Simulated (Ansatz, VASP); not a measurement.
# Ti3Al in VASP and in Ansatz

```
Ti Al
1.0
     2.86094    0.00000    0.00000
    -1.43047    2.47765    0.00000
     0.00000    0.00000    9.05134
Ti Al
3 1
Direct
  0.66667 0.33333 0.00000
  0.33333 0.66667 0.75152
  0.33333 0.66667 0.24848
  0.66667 0.33333 0.50000
```

Alike in both runs: task single point; functional LDA; k mesh 18 × 18 × 6; occupations gaussian, width 0.15 eV; no spin polarisation.

|  | VASP | Ansatz |
| --- | --- | --- |
| version | VASP 6.6.1 | Ansatz 0.2.0 |
| potentials or method | VASP PAW LDA potentials, release 64 (Ti_sv, Al), cutoff 520 eV | scalar-relativistic, plane waves, PAW |
| valence electrons in the cell | 39 | 39 |

Ansatz gave:

- gap on the k mesh at the Fermi level (eV): none
- pressure (GPa): 0.0
- traceless stress, the component that is largest in VASP (GPa): 0.04

Problem. Which values does VASP return?

Solution. gap on the k mesh at the Fermi level (eV): none; pressure (GPa): -0.1; traceless stress, the component that is largest in VASP (GPa): 0.11.

Ansatz warns that its potentials were made for another functional, while VASP's fit it. LDA's correlation is that of Perdew and Zunger in VASP and of Perdew and Wang (1992) in Ansatz. A gap of «none» marks a metal or a gap that the smearing closes.
